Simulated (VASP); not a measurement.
# BaO (R-3m) in VASP: further runs

BaO is run at these levels: PBE; tasks: electric field gradients.

All numbers are computed with VASP 6.6.1; they aren't measurements. Logs are shortened: lines on timing, memory, paths and dates and some standing lists are left out, and cuts for length are marked.

## 1. The cell of the first run

Symmetry: R-3m, No. 166, trigonal system. The conventional cell has a = 3.909 Å, b = 3.909 Å, c = 9.431 Å, α = 90.00°, β = 90.00°, γ = 120.00°. Within 3.6 Å of Ba (site symmetry -3m) lie 6 O at 2.75 Å. O (site symmetry -3m) has 6 Ba at 2.75 Å within 3.6 Å.

## 2. Electric field gradients, PBE (equal xy, yz and zx shear strains of -1 %)

Contents of INCAR:

```
SYSTEM = BaO
ALGO = Normal
EDIFF = 1E-8
ENCUT = 520
GGA = PE
GGA_COMPAT = .FALSE.
ISIF = 2
ISMEAR = -1
LASPH = .TRUE.
LCHARG = .FALSE.
LEFG = .TRUE.
LREAL = .FALSE.
LWAVE = .FALSE.
NBANDS = 15
NELM = 120
PREC = Accurate
SIGMA = 0.02
```

Contents of KPOINTS:

```
k-points
0
G
  8 8 8
  0 0 0
```

Contents of POSCAR:

```
BaO
1.0
   -0.0275000000      2.7362500000      2.7362500000
    2.7362500000     -0.0275000000      2.7362500000
    2.7362500000      2.7362500000     -0.0275000000
Ba O
1 1
Direct
    0.0000000000      0.0000000000      0.0000000000
    0.5000000000      0.5000000000      0.5000000000
```

Potentials or basis: VASP PAW PBE potentials, release 64 (Ba_sv, O).

Launch:

```sh
$ cat potpaw_PBE.64/Ba_sv/POTCAR potpaw_PBE.64/O/POTCAR > POTCAR
$ mpirun -np 1 vasp_std > vasp.out
```

OUTCAR:

```text
SYSTEM = BaO
   EDIFF = 1E-8
   ENCUT = 520
   GGA = PE
   ISIF = 2
   ISMEAR = -1
   LASPH = .TRUE.
   LREAL = .FALSE.
   NELM = 120
   PREC = Accurate

 ion  position               nearest neighbor table
   1  0.000  0.000  0.000-   2 2.75   2 2.75   2 2.75   2 2.75   2 2.75   2 2.75
   2  0.500  0.500  0.500-   1 2.75   1 2.75   1 2.75   1 2.75   1 2.75   1 2.75

  LATTYP: Found a trigonal (rhomboedric) cell.
 ALAT       =     3.8697395746
 COS(alpha) =     0.4899250057

  Lattice vectors:

 A1 = (  -0.0275000000,   2.7362500000,   2.7362500000)
 A2 = (   2.7362500000,  -0.0275000000,   2.7362500000)
 A3 = (   2.7362500000,   2.7362500000,  -0.0275000000)

Analysis of symmetry for initial positions (statically):
=====================================================================
 Subroutine PRICEL returns:
 Original cell was already a primitive cell.

 Routine SETGRP: Setting up the symmetry group for a
 trigonal (rhombohedral) supercell.

 Subroutine GETGRP returns: Found 12 space group operations
 (whereof 12 operations were pure point group operations)
 out of a pool of 12 trial point group operations.

The static configuration has the point symmetry D_3d.

Analysis of symmetry for dynamics (positions and initial velocities):
=====================================================================
 Subroutine PRICEL returns:
 Original cell was already a primitive cell.

 Routine SETGRP: Setting up the symmetry group for a
 trigonal (rhombohedral) supercell.

 Subroutine GETGRP returns: Found 12 space group operations
 (whereof 12 operations were pure point group operations)
 out of a pool of 12 trial point group operations.

The dynamic configuration has the point symmetry D_3d.

 Subroutine INISYM returns: Found 12 space group operations
 (whereof 12 operations are pure point group operations),
 and found     1 'primitive' translations

----------------------------------------------------------------------------------------

                                     Primitive cell

  volume of cell :      41.5906

  direct lattice vectors                    reciprocal lattice vectors
    -0.027500000  2.736250000  2.736250000    -0.179999909  0.181827319  0.181827319
     2.736250000 -0.027500000  2.736250000     0.181827319 -0.179999909  0.181827319
     2.736250000  2.736250000 -0.027500000     0.181827319  0.181827319 -0.179999909

  length of vectors
     3.869739575  3.869739575  3.869739575     0.313882645  0.313882645  0.313882645

  position of ions in fractional coordinates (direct lattice)
     0.000000000  0.000000000  0.000000000
     0.500000000  0.500000000  0.500000000

  ion indices of the primitive-cell ions
   primitive index   ion index
                 1           1
                 2           2

----------------------------------------------------------------------------------------

 KPOINTS: k-points

Automatic generation of k-mesh.
 Grid dimensions read from file:
 generate k-points for:    8    8    8

 Generating k-lattice:

  Cartesian coordinates                     Fractional coordinates (reciprocal lattice)
    -0.022499989  0.022728415  0.022728415     0.125000000  0.000000000  0.000000000
     0.022728415 -0.022499989  0.022728415     0.000000000  0.125000000  0.000000000
     0.022728415  0.022728415 -0.022499989     0.000000000  0.000000000  0.125000000

  Length of vectors
     0.039235331  0.039235331  0.039235331

  Shift w.r.t. Gamma in fractional coordinates (k-lattice)
     0.000000000  0.000000000  0.000000000

 Subroutine IBZKPT returns following result:
 ===========================================

[... 34 lines left out ...]
   ions per type =               1   1
   NGX,Y,Z   is equivalent  to a cutoff of  12.89, 12.89, 12.89 a.u.
   NGXF,Y,Z  is equivalent  to a cutoff of  25.78, 25.78, 25.78 a.u.
 SYSTEM =  BaO
   PREC   = accura    normal or accurate (medium, high low for compatibility)
   ISTART =      0    job   : 0-new  1-cont  2-samecut
   ICHARG =      2    charge: 1-file 2-atom 10-const
   ISPIN  =      1    spin polarized calculation?
   LNONCOLLINEAR =      F non collinear calculations
   LSORBIT =      F    spin-orbit coupling
   LASPH  =      T    aspherical Exc in radial PAW
   ENCUT  =  520.0 eV  38.22 Ry    6.18 a.u.   7.20  7.20  7.20*2*pi/ulx,y,z
   NELM   =    120;   NELMIN=  2; NELMDL= -5     # of ELM steps
   EDIFF  = 0.1E-07   stopping-criterion for ELM
   LREAL  =      F    real-space projection
   EDIFFG = 0.1E-06   stopping-criterion for IOM
   NSW    =      0    number of steps for IOM
   IBRION =     -1    ionic relax: 0-MD 1-quasi-New 2-CG
   NFREE  =      0    steps in history (QN), initial steepest desc. (CG)
   ISIF   =      2    stress and relaxation
   ISYM   =      2    0-nonsym 1-usesym 2-fastsym
   POTIM  = 0.5000    time-step for ionic-motion
   TEBEG  =    0.0;   TEEND  =   0.0 temperature during run
   PSTRESS=    0.0 pullay stress
   NELECT =      16.0000    total number of electrons
   NUPDOWN=      -1.0000    fix difference up-down
   EMIN   =  10.00;   EMAX   =-10.00  energy-range for DOS
   EFERMI =   0.00;   METHOD = LEGACY
   ISMEAR =    -1;   SIGMA  =   0.02  broadening in eV -4-tet -1-fermi 0-gaus
   EFERMI_NEDOS =   21; number of points for ismear=-14 and -15
   IALGO  =     38    algorithm
   IMIX   =      4    mixing-type and parameters
     AMIX     =   0.40;   BMIX     =  1.00
     AMIX_MAG =   1.60;   BMIX_MAG =  1.00
  volume/ion in A,a.u.               =      20.80       140.33
  Fermi-wavevector in a.u.,A,eV,Ry     =   1.190647  2.249997 19.288167  1.417640
  Thomas-Fermi vector in A             =   2.326727
   LORBIT       =      0    0 simple, 1 ext, 2 COOP (PROOUT), +10 PAW based schemes
   GGA     = PE    functional components
   LHFCALC =     F    Hartree Fock is set to
   AEXX    =    0.0000 exact exchange contribution
   IVDW    =     0    specifies the selected vdW correction
   LEPSILON=     F    determine dielectric tensor
   LRPA    =     F    only Hartree local field effects (RPA)
 non-spin polarized calculation
  energy-cutoff  :      520.00
  volume of cell :       41.59
 maximum number of plane-waves:      1137
 NGX is ok and might be reduce to    30
   NGX = 15   NGY = 15   NGZ = 15

 number of electron      15.9999997 magnetization

 Free energy of the ion-electron system (eV)
  ---------------------------------------------------
  ext. energy  EPLUGINS =         0.00000000
  ---------------------------------------------------
  free energy    TOTEN  =       -11.76877586 eV

  energy without entropy =      -11.76877586  energy(sigma->0) =      -11.76877586

 E-fermi :   2.4524     XC(G=0):  -9.7186

 val. band max:        2.0300306174   @ k =   0.5000   0.5000   0.0000
 cond. band min:       3.9289900990   @ k =   0.5000   0.5000   0.0000
 fundamental gap:      1.8989594817
 Fermi energy:         2.4523976476

 k-point     1 :       0.0000    0.0000    0.0000
  band No.  band energies     occupation
      1     -23.8913      2.00000
      2     -13.0530      2.00000
      3      -8.3669      2.00000
      4      -8.3669      2.00000
      5      -8.3425      2.00000
      6       1.6272      2.00000
      7       1.6272      2.00000
      8       1.6395      2.00000
      9       5.6612      0.00000
     10       6.6327      0.00000
     11       6.6327      0.00000
     12       6.8223      0.00000
     13       9.0189      0.00000
     14       9.0189      0.00000
[... 401 lines left out ...]
      2     -13.5491      2.00000
      3      -8.7235      2.00000
      4      -8.4856      2.00000
      5      -8.4012      2.00000
      6       0.3707      2.00000
      7       0.6308      2.00000
      8       1.3668      2.00000
      9       6.4009      0.00000
     10       7.9059      0.00000
     11       8.0062      0.00000
     12       9.0681      0.00000
     13      11.1884      0.00000
     14      11.2138      0.00000
     15      16.1701      0.00000

 [... further k-points ...]

------------------------ aborting loop because EDIFF is reached ----------------------------------------

  FORCE on cell =-STRESS in cart. coord.  units (eV):
  Direction    XX          YY          ZZ          XY          YZ          ZX
  --------------------------------------------------------------------------------------
  -------------------------------------------------------------------------------------
  Total        1.2649960      1.2649960      1.2649960      0.0874222      0.0874222      0.0874222
  in kB       48.7308888     48.7308888     48.7308888      3.3677254      3.3677254      3.3677254
  external PRESSURE =      48.7308888 kB  Pullay stress =       0.0000000 kB

 VOLUME and BASIS-vectors are now :
 -----------------------------------------------------------------------------
  energy-cutoff  :      520.00
  volume of cell :       41.59
      direct lattice vectors                 reciprocal lattice vectors
    -0.027500000  2.736250000  2.736250000    -0.179999909  0.181827319  0.181827319
     2.736250000 -0.027500000  2.736250000     0.181827319 -0.179999909  0.181827319
     2.736250000  2.736250000 -0.027500000     0.181827319  0.181827319 -0.179999909

 POSITION                                       TOTAL-FORCE (eV/Angst)
 -----------------------------------------------------------------------------------
      0.00000      0.00000      0.00000        -0.000000      0.000000      0.000000
      2.72250      2.72250      2.72250         0.000000     -0.000000     -0.000000
 -----------------------------------------------------------------------------------
    total drift:                                0.000000      0.000000      0.000000

  FREE ENERGIE OF THE ION-ELECTRON SYSTEM (eV)
  ---------------------------------------------------
  free  energy   TOTEN  =       -11.7687758562 eV

  energy  without entropy=      -11.7687758562  energy(sigma->0) =      -11.76877586

 Electric field gradients (V/A^2)
---------------------------------------------------------------------
 ion       V_xx      V_yy      V_zz      V_xy      V_xz      V_yz
---------------------------------------------------------------------
   1       0.000    -0.000    -0.000     7.143     7.143     7.143
   2       0.000    -0.000    -0.000    -0.207    -0.207    -0.207
---------------------------------------------------------------------

 Electric field gradients after diagonalization (V/A^2)
 (convention: |V_zz| > |V_xx| > |V_yy|)
----------------------------------------------------------------------
 ion       V_xx      V_yy      V_zz     asymmetry (V_yy - V_xx)/ V_zz
----------------------------------------------------------------------
   1      -7.143    -7.143    14.286       0.000
   2       0.207     0.207    -0.414       0.000
----------------------------------------------------------------------

           NMR quadrupolar parameters

 Cq : quadrupolar parameter    Cq=e*Q*V_zz/h
 eta: asymmetry parameters     (V_yy - V_xx)/ V_zz
 Q  : nuclear electric quadrupole moment in mb (millibarn)
----------------------------------------------------------------------
 ion       Cq(MHz)       eta       Q (mb)
----------------------------------------------------------------------
   1       0.035       0.000       1.000
   2      -0.001       0.000       1.000
----------------------------------------------------------------------
```

Wall time 47 s (1 thread of Intel Xeon Platinum 8375C at 2.90GHz (Ice Lake), shared host); peak memory 0.19 GiB.

Results:

```
Free energy                             : -11.7688 eV
Pressure                                : 4.9 GPa
Band gap on the k mesh                  : 1.90 eV
Largest electric field gradient by atom : Ba +14.3; O -0.4 V/Å²
```

Electric field gradients, principal values (V/Å²):
| atom | least | middle | greatest (by size) |
| --- | --- | --- | --- |
| 1 Ba | -7.143 | -7.143 | 14.286 |
| 2 O | 0.207 | 0.207 | -0.414 |

Caveat: the cell differs from its parent crystal (equal xy, yz and zx shear strains of -1 %); the cell stands under pressure; without QUAD_EFG the Cq values of the log hold for a quadrupole moment of 1 mb, not for the nuclei; spin-orbit coupling is left out, which moves the levels of the heavy elements. A k mesh can miss the band edges.

(Continued in part 2 of 2.)
